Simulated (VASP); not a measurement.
# RhC (zincblende type) (F-43m) in VASP: notebook

The runs below take RhC (zincblende type) through single point, relaxation of cell and atoms, with PBE.

Program: VASP 6.6.1. These are calculated values, not measurements. Logs are shortened: lines on timing, memory, paths and dates and some standing lists are left out, and cuts for length are marked.

## Step 1: The cell of the first run

The structure is cubic, space group F-43m (No. 216). The conventional cell has a = 4.504 Å, b = 4.504 Å, c = 4.504 Å, α = 90.00°, β = 90.00°, γ = 90.00°. Rh (site symmetry -43m) has 4 C at 1.95 Å within 2.6 Å. C (site symmetry -43m) has 4 Rh at 1.95 Å within 2.6 Å.

## Step 2: Single point, PBE (volume scaled by 0.95)

Contents of INCAR:

```
PREC = Accurate ; ENCUT = 520
EDIFF = 1E-6 ; ISMEAR = -1
SIGMA = 0.1 ; LREAL = False
LASPH = True ; NELM = 100
ALGO = Normal ; ISIF = 2
LWAVE = False ; LCHARG = False
GGA = PE ; NBANDS = 16
```

Contents of KPOINTS:

```
regular mesh
0
Gamma
  14 14 14
```

Contents of POSCAR:

```
RhC
1.0
    0.0000000000      2.2520265012      2.2520265012
    2.2520265012      0.0000000000      2.2520265012
    2.2520265012      2.2520265012      0.0000000000
Rh C
1 1
Direct
    0.0000000000      0.0000000000      0.0000000000
    0.2500000000      0.2500000000      0.2500000000
```

Potentials or basis: VASP PAW PBE potentials, release 64 (Rh_pv, C).

Run with:

```bash
cat potpaw_PBE.64/Rh_pv/POTCAR potpaw_PBE.64/C/POTCAR > POTCAR
mpirun -np 1 vasp_std > vasp.out
```

OUTCAR:

```text
PREC = Accurate
   ENCUT = 520
   EDIFF = 1E-6
   ISMEAR = -1
   LREAL = False
   LASPH = True
   NELM = 100
   ISIF = 2
   GGA = PE

 ion  position               nearest neighbor table
   1  0.000  0.000  0.000-   2 1.95   2 1.95   2 1.95   2 1.95
   2  0.250  0.250  0.250-   1 1.95   1 1.95   1 1.95   1 1.95

  LATTYP: Found a face centered cubic cell.
 ALAT       =     4.5040530024

  Lattice vectors:

 A1 = (   0.0000000000,   2.2520265012,   2.2520265012)
 A2 = (   2.2520265012,   0.0000000000,   2.2520265012)
 A3 = (   2.2520265012,   2.2520265012,   0.0000000000)

Analysis of symmetry for initial positions (statically):
=====================================================================
 Subroutine PRICEL returns:
 Original cell was already a primitive cell.

 Routine SETGRP: Setting up the symmetry group for a
 face centered cubic supercell.

 Subroutine GETGRP returns: Found 24 space group operations
 (whereof 24 operations were pure point group operations)
 out of a pool of 48 trial point group operations.

The static configuration has the point symmetry T_d .

Analysis of symmetry for dynamics (positions and initial velocities):
=====================================================================
 Subroutine PRICEL returns:
 Original cell was already a primitive cell.

 Routine SETGRP: Setting up the symmetry group for a
 face centered cubic supercell.

 Subroutine GETGRP returns: Found 24 space group operations
 (whereof 24 operations were pure point group operations)
 out of a pool of 48 trial point group operations.

The dynamic configuration has the point symmetry T_d .

 Subroutine INISYM returns: Found 24 space group operations
 (whereof 24 operations are pure point group operations),
 and found     1 'primitive' translations

----------------------------------------------------------------------------------------

                                     Primitive cell

  volume of cell :      22.8429

  direct lattice vectors                    reciprocal lattice vectors
     0.000000000  2.252026501  2.252026501    -0.222022254  0.222022254  0.222022254
     2.252026501  0.000000000  2.252026501     0.222022254 -0.222022254  0.222022254
     2.252026501  2.252026501  0.000000000     0.222022254  0.222022254 -0.222022254

  length of vectors
     3.184846421  3.184846421  3.184846421     0.384553824  0.384553824  0.384553824

  position of ions in fractional coordinates (direct lattice)
     0.000000000  0.000000000  0.000000000
     0.250000000  0.250000000  0.250000000

  ion indices of the primitive-cell ions
   primitive index   ion index
                 1           1
                 2           2

----------------------------------------------------------------------------------------

 KPOINTS: regular mesh

Automatic generation of k-mesh.
 Grid dimensions read from file:
 generate k-points for:   14   14   14

 Generating k-lattice:

  Cartesian coordinates                     Fractional coordinates (reciprocal lattice)
    -0.015858732  0.015858732  0.015858732     0.071428571  0.000000000  0.000000000
     0.015858732 -0.015858732  0.015858732     0.000000000  0.071428571  0.000000000
     0.015858732  0.015858732 -0.015858732     0.000000000  0.000000000  0.071428571

  Length of vectors
     0.027468130  0.027468130  0.027468130

  Shift w.r.t. Gamma in fractional coordinates (k-lattice)
     0.000000000  0.000000000  0.000000000

 Subroutine IBZKPT returns following result:
 ===========================================

 Found    104 irreducible k-points:

 Following reciprocal coordinates:
            Coordinates               Weight
  0.000000  0.000000  0.000000      1.000000
  0.071429  0.000000  0.000000      8.000000
  0.142857  0.000000  0.000000      8.000000
  0.214286  0.000000  0.000000      8.000000
  0.285714  0.000000  0.000000      8.000000
  0.357143  0.000000  0.000000      8.000000
[... 16 lines left out ...]
  0.214286  0.142857  0.000000     24.000000
  0.285714  0.142857  0.000000     24.000000
 [... further k-points ...]
   k-points           NKPTS =    104   k-points in BZ     NKDIM =    104   number of bands    NBANDS=     16
   number of dos      NEDOS =    301   number of ions     NIONS =      2
   total plane-waves  NPLWV =  13824
   dimension x,y,z NGX =    24 NGY =   24 NGZ =   24
   dimension x,y,z NGXF=    48 NGYF=   48 NGZF=   48
   ions per type =               1   1
   NGX,Y,Z   is equivalent  to a cutoff of  12.53, 12.53, 12.53 a.u.
   NGXF,Y,Z  is equivalent  to a cutoff of  25.06, 25.06, 25.06 a.u.
 SYSTEM =  unknown system
   PREC   = accura    normal or accurate (medium, high low for compatibility)
   ISTART =      0    job   : 0-new  1-cont  2-samecut
   ICHARG =      2    charge: 1-file 2-atom 10-const
   ISPIN  =      1    spin polarized calculation?
   LNONCOLLINEAR =      F non collinear calculations
   LSORBIT =      F    spin-orbit coupling
   LASPH  =      T    aspherical Exc in radial PAW
   ENCUT  =  520.0 eV  38.22 Ry    6.18 a.u.   5.92  5.92  5.92*2*pi/ulx,y,z
   NELM   =    100;   NELMIN=  2; NELMDL= -5     # of ELM steps
   EDIFF  = 0.1E-05   stopping-criterion for ELM
   LREAL  =      F    real-space projection
   EDIFFG = 0.1E-04   stopping-criterion for IOM
   NSW    =      0    number of steps for IOM
   IBRION =     -1    ionic relax: 0-MD 1-quasi-New 2-CG
   NFREE  =      0    steps in history (QN), initial steepest desc. (CG)
   ISIF   =      2    stress and relaxation
   ISYM   =      2    0-nonsym 1-usesym 2-fastsym
   POTIM  = 0.5000    time-step for ionic-motion
   TEBEG  =    0.0;   TEEND  =   0.0 temperature during run
   PSTRESS=    0.0 pullay stress
   NELECT =      19.0000    total number of electrons
   NUPDOWN=      -1.0000    fix difference up-down
   EMIN   =  10.00;   EMAX   =-10.00  energy-range for DOS
   EFERMI =   0.00;   METHOD = LEGACY
   ISMEAR =    -1;   SIGMA  =   0.10  broadening in eV -4-tet -1-fermi 0-gaus
   EFERMI_NEDOS =   21; number of points for ismear=-14 and -15
   IALGO  =     38    algorithm
   IMIX   =      4    mixing-type and parameters
     AMIX     =   0.40;   BMIX     =  1.00
     AMIX_MAG =   1.60;   BMIX_MAG =  1.00
  volume/ion in A,a.u.               =      11.42        77.08
  Fermi-wavevector in a.u.,A,eV,Ry     =   1.539605  2.909431 32.251010  2.370382
  Thomas-Fermi vector in A             =   2.645809
   LORBIT       =      0    0 simple, 1 ext, 2 COOP (PROOUT), +10 PAW based schemes
   GGA     = PE    functional components
   LHFCALC =     F    Hartree Fock is set to
   AEXX    =    0.0000 exact exchange contribution
   IVDW    =     0    specifies the selected vdW correction
   LEPSILON=     F    determine dielectric tensor
   LRPA    =     F    only Hartree local field effects (RPA)
 non-spin polarized calculation
  energy-cutoff  :      520.00
  volume of cell :       22.84
 maximum number of plane-waves:       636
   NGX = 11   NGY = 11   NGZ = 11

 number of electron      19.0000001 magnetization

 Free energy of the ion-electron system (eV)
  ---------------------------------------------------
  ext. energy  EPLUGINS =         0.00000000
  ---------------------------------------------------
  free energy    TOTEN  =       -15.40020190 eV

  energy without entropy =      -15.37994006  energy(sigma->0) =      -15.39007098

 E-fermi :   9.5028     XC(G=0): -12.6582

 val. band max:        9.4503339367   @ k =   0.5000   0.3571   0.0714
 cond. band min:       9.5223804424   @ k =   0.4286   0.1429   0.0000
 fundamental gap:      0.0720465057
 Fermi energy:         9.5028190430

 k-point     1 :       0.0000    0.0000    0.0000
  band No.  band energies     occupation
      1     -38.0162      2.00000
      2     -38.0162      2.00000
      3     -38.0162      2.00000
      4      -4.0964      2.00000
      5       2.8071      2.00000
      6       2.8071      2.00000
[... 8 lines left out ...]
     15      24.0748      0.00000
     16      24.0748      0.00000

 k-point     2 :       0.0714    0.0000    0.0000
  band No.  band energies     occupation
      1     -38.0237      2.00000
      2     -38.0174      2.00000
      3     -38.0174      2.00000
      4      -4.0128      2.00000
      5       2.7718      2.00000
      6       2.8530      2.00000
[... 8 lines left out ...]
     15      24.1633      0.00000
     16      24.1633      0.00000

 k-point     3 :       0.1429    0.0000    0.0000
  band No.  band energies     occupation
      1     -38.0444      2.00000
      2     -38.0207      2.00000
      3     -38.0207      2.00000
      4      -3.7771      2.00000
      5       2.6998      2.00000
      6       2.9773      2.00000
[... 8 lines left out ...]
     15      24.4002      0.00000
     16      24.4002      0.00000

 k-point     4 :       0.2143    0.0000    0.0000
  band No.  band energies     occupation
      1     -38.0743      2.00000
      2     -38.0254      2.00000
      3     -38.0254      2.00000
      4      -3.4358      2.00000
      5       2.6755      2.00000
      6       3.1410      2.00000
[... 8 lines left out ...]
     15      24.6898      0.00000
     16      24.6898      0.00000

 k-point     5 :       0.2857    0.0000    0.0000
  band No.  band energies     occupation
      1     -38.1073      2.00000
      2     -38.0306      2.00000
      3     -38.0306      2.00000
      4      -3.0643      2.00000
      5       2.7964      2.00000
      6       3.2915      2.00000
[... 8 lines left out ...]
     15      24.8978      0.00000
     16      24.8978      0.00000

 k-point     6 :       0.3571    0.0000    0.0000
  band No.  band energies     occupation
      1     -38.1369      2.00000
      2     -38.0354      2.00000
      3     -38.0353      2.00000
      4      -2.7481      2.00000
      5       3.1164      2.00000
      6       3.3907      2.00000
[... 8 lines left out ...]
     15      24.9760      0.00000
     16      24.9760      0.00000
[... 267 lines left out ...]
 k-point    21 :      -0.0714    0.0714    0.0000
  band No.  band energies     occupation
      1     -38.0339      2.00000
      2     -38.0221      2.00000
      3     -38.0181      2.00000
      4      -3.8783      2.00000
      5       2.7078      2.00000
      6       2.9117      2.00000
[... 8 lines left out ...]
     15      23.7520      0.00000
     16      24.5786      0.00000

 k-point    22 :       0.1429    0.1429    0.0000
  band No.  band energies     occupation
      1     -38.0437      2.00000
      2     -38.0272      2.00000
      3     -38.0272      2.00000
      4      -3.6697      2.00000
      5       2.5106      2.00000
      6       3.1304      2.00000
[... 8 lines left out ...]
     15      23.8910      0.00000
     16      23.8910      0.00000

 k-point    23 :       0.2143    0.1429    0.0000
  band No.  band energies     occupation
      1     -38.0632      2.00000
      2     -38.0327      2.00000
      3     -38.0315      2.00000
      4      -3.4127      2.00000
      5       2.4183      2.00000
      6       3.3018      2.00000
[... 8 lines left out ...]
     15      24.0423      0.00000
     16      24.2392      0.00000

 k-point    24 :       0.2857    0.1429    0.0000
  band No.  band energies     occupation
      1     -38.0903      2.00000
      2     -38.0384      2.00000
      3     -38.0367      2.00000
      4      -3.0824      2.00000
      5       2.4332      2.00000
      6       3.4652      2.00000
[... 8 lines left out ...]
     15      24.3321      0.00000
     16      24.4979      0.00000

 [... further k-points ...]
[... 5 lines left out ...]
  --------------------------------------------------------------------------------------
  -------------------------------------------------------------------------------------
  Total        1.9549148      1.9549148      1.9549148      0.0000000      0.0000000      0.0000000
  in kB      137.1159378    137.1159378    137.1159378      0.0000000      0.0000000      0.0000000
  external PRESSURE =     137.1159378 kB  Pullay stress =       0.0000000 kB

 VOLUME and BASIS-vectors are now :
 -----------------------------------------------------------------------------
  energy-cutoff  :      520.00
  volume of cell :       22.84
      direct lattice vectors                 reciprocal lattice vectors
     0.000000000  2.252026501  2.252026501    -0.222022254  0.222022254  0.222022254
     2.252026501  0.000000000  2.252026501     0.222022254 -0.222022254  0.222022254
     2.252026501  2.252026501  0.000000000     0.222022254  0.222022254 -0.222022254

 POSITION                                       TOTAL-FORCE (eV/Angst)
 -----------------------------------------------------------------------------------
      0.00000      0.00000      0.00000         0.000000      0.000000      0.000000
      1.12601      1.12601      1.12601        -0.000000     -0.000000     -0.000000
 -----------------------------------------------------------------------------------
    total drift:                               -0.000000     -0.000000     -0.000001

  FREE ENERGIE OF THE ION-ELECTRON SYSTEM (eV)
  ---------------------------------------------------
  free  energy   TOTEN  =       -15.4002018950 eV

  energy  without entropy=      -15.3799400555  energy(sigma->0) =      -15.39007098
```

Wall time 10 s (1 thread of Intel Xeon 6975P-C (Granite Rapids), shared host); peak memory 0.16 GiB.

Results:

| Quantity | Value |
| --- | --- |
| Free energy | -15.4002 eV |
| Pressure | 13.7 GPa |

Levels at points of the mesh, in eV from the Fermi level:
```csv
k point,band 7,band 8,band 9,band 10,band 11,band 12
"(0.00, 0.00, 0.00)",-6.70,-2.81,-2.81,4.64,5.84,5.84
"(0.50, 0.00, 0.00)",-5.72,-2.31,-2.31,-0.99,3.58,3.58
"(0.50, 0.50, 0.00)",-3.99,-3.07,-1.93,0.33,0.46,0.46
```

Caveat: the cell differs from its parent crystal (volume scaled by 0.95).

## Step 3: Single point, PBE (volume scaled by 0.95)

Contents of INCAR:

```
SYSTEM = RhC
  ALGO = Normal
  EDIFF = 1E-6
  ENCUT = 520
  GGA = PE
  ISIF = 2
  ISMEAR = -1
  LASPH = .True.
  LCHARG = .False.
  LREAL = .False.
  LWAVE = .False.
  NBANDS = 16
  NELM = 80
  PREC = Accurate
  SIGMA = 0.1
```

Contents of KPOINTS:

```
k-points
0
Gamma
  14 14 14
  0 0 0
```

POSCAR is that of step 2.

Potentials or basis: VASP PAW PBE potentials, release 64 (Rh_pv, C).

Run with:

```bash
cat potpaw_PBE.64/Rh_pv/POTCAR potpaw_PBE.64/C/POTCAR > POTCAR
mpirun -np 1 vasp_std > vasp.out
```

Wall time 10 s (1 thread of Intel Xeon 6975P-C (Granite Rapids), shared host); peak memory 0.16 GiB.

The run converged. Its results:

```
Free energy : -15.4002 eV
Pressure    : 13.7 GPa
```

Levels at points of the mesh, in eV from the Fermi level:
| k point | band 7 | band 8 | band 9 | band 10 | band 11 | band 12 |
| --- | --- | --- | --- | --- | --- | --- |
| (0.00, 0.00, 0.00) | -6.70 | -2.81 | -2.81 | 4.64 | 5.84 | 5.84 |
| (0.50, 0.00, 0.00) | -5.72 | -2.31 | -2.31 | -0.99 | 3.58 | 3.58 |
| (0.50, 0.50, 0.00) | -3.99 | -3.07 | -1.93 | 0.33 | 0.46 | 0.46 |

Caveat: the cell differs from its parent crystal (volume scaled by 0.95).

## Step 4: Single point, PBE

This run uses another cell than the first one, of 12.02 Å³/atom, 1.053 times its volume.

Contents of INCAR:

```
  PREC = Accurate
  ENCUT = 520
  EDIFF = 1E-6
  ISMEAR = -1
  SIGMA = 0.1
  LREAL = F
  LASPH = T
  NELM = 80
  ALGO = Normal
  ISIF = 2
  LWAVE = F
  LCHARG = T
  GGA = PE
  LELF = T
  LVHAR = T
  NBANDS = 16
```

Contents of KPOINTS:

```
Automatic mesh
0
Gamma
  14 14 14
```

Contents of POSCAR:

```
RhC
1.0
    0.0000000000      2.2908621762      2.2908621762
    2.2908621762      0.0000000000      2.2908621762
    2.2908621762      2.2908621762      0.0000000000
Rh C
1 1
Direct
    0.0000000000      0.0000000000      0.0000000000
    0.2500000000      0.2500000000      0.2500000000
```

Run with:

```bash
cat potpaw_PBE.64/Rh_pv/POTCAR potpaw_PBE.64/C/POTCAR > POTCAR
mpirun -np 1 vasp_std > vasp.out
```

It took 12 s on 1 thread of Intel Xeon 6975P-C (Granite Rapids), shared host; peak memory 0.16 GiB.

Results (log left out):

| Quantity | Value |
| --- | --- |
| Free energy | -15.4500 eV |
| Pressure | 0.1 GPa |

Levels at points of the mesh, in eV from the Fermi level:
```
           k point  band 5  band 6  band 7  band 8  band 9  band 10  band 11  band 12  band 13  band 14
(0.00, 0.00, 0.00)   -6.28   -6.28   -6.28   -2.63   -2.63     4.52     5.57     5.57     5.57    14.24
(0.50, 0.00, 0.00)   -5.68   -5.68   -5.40   -2.17   -2.17    -0.97     3.44     3.44     7.81    10.89
(0.50, 0.50, 0.00)   -7.12   -3.77   -3.77   -2.85   -1.82     0.27     0.49     0.49     9.43    12.00
```

## Step 5: Relaxation of cell and atoms, PBE

This run uses another cell than the first one, of 12.22 Å³/atom, 1.070 times its volume.

Contents of INCAR:

```
ALGO = Normal
EDIFF = 1E-6
EDIFFG = -0.005
ENCUT = 600
GGA = PE
IBRION = 2
ISIF = 3
ISMEAR = -1
LASPH = T
LCHARG = F
LREAL = F
LWAVE = F
NELM = 80
NSW = 60
PREC = Accurate
SIGMA = 0.1
```

Contents of KPOINTS:

```
k-points
0
Gamma
  14 14 14
```

Contents of POSCAR:

```
RhC
1.0
    0.0000000000      2.3032952739      2.3032952739
    2.3032952739      0.0000000000      2.3032952739
    2.3032952739      2.3032952739      0.0000000000
Rh C
1 1
Direct
    0.0000000000      0.0000000000      0.0000000000
    0.2500000000      0.2500000000      0.2500000000
```

Run with:

```bash
cat potpaw_PBE.64/Rh_pv/POTCAR potpaw_PBE.64/C/POTCAR > POTCAR
mpirun -np 1 vasp_std > vasp.out
```

Wall time 46 s (1 thread of Intel Xeon 6975P-C (Granite Rapids), shared host); peak memory 0.18 GiB.

The run converged. Its results:

```
Free energy                            : -15.4508 eV
Relaxed volume                         : 12.02 Å³/atom
Relaxed cell                           : a = 3.240 Å, b = 3.240 Å, c = 3.240 Å, α = 60.00°, β = 60.00°, γ = 60.00°
Space group after relaxing (to 0.05 Å) : F-43m (No. 216)
Energy gained by relaxing              : 2.4 meV/atom
Ionic steps                            : 3
Pressure after relaxing                : 0.0 GPa
```

Step by step:
```tsv
step	energy change (eV)	largest force (eV/Å)	pressure (GPa)	volume (Å³)
1	0.0000	0.0000	-3.65	24.44
2	0.0056	0.0000	5.96	23.47
3	-0.0047	0.0000	0.01	24.04
```

Final structure:
```
Rh C
1.0
     0.00000    2.29067    2.29067
     2.29067    0.00000    2.29067
     2.29067    2.29067    0.00000
Rh C
1 1
Cartesian
  0.0000 0.0000 0.0000
  1.1453 1.1453 1.1453
```

Levels at points of the mesh, in eV from the Fermi level:
```tsv
k point	band 5	band 6	band 7	band 8	band 9	band 10	band 11	band 12	band 13
(0.00, 0.00, 0.00)	-6.29	-6.29	-6.29	-2.63	-2.63	4.52	5.57	5.57	5.57
(0.50, 0.00, 0.00)	-5.68	-5.68	-5.40	-2.17	-2.17	-0.97	3.44	3.44	7.81
(0.50, 0.50, 0.00)	-7.12	-3.77	-3.77	-2.85	-1.82	0.27	0.49	0.49	9.43
```

## Step 6: Summary

```csv
task,cell,cutoff (eV),gap on the mesh (eV),pressure (GPa)
single point,"a = 3.185 Å, angles 60.0°, 2 atoms",520,none,13.7
single point,"a = 3.240 Å, angles 60.0°, 2 atoms",520,none,0.1
relaxation of cell and atoms,"relaxed from a = 3.257 Å, angles 60.0°, 2 atoms",600,none,0.0
```

Alike in all rows: level PBE; potentials or basis VASP PAW PBE potentials, release 64 (Rh_pv, C); no spin polarisation; k mesh 14 × 14 × 14; smearing fermi-dirac 0.1 eV.

Absolute energies hang on the potentials; compare differences alone.
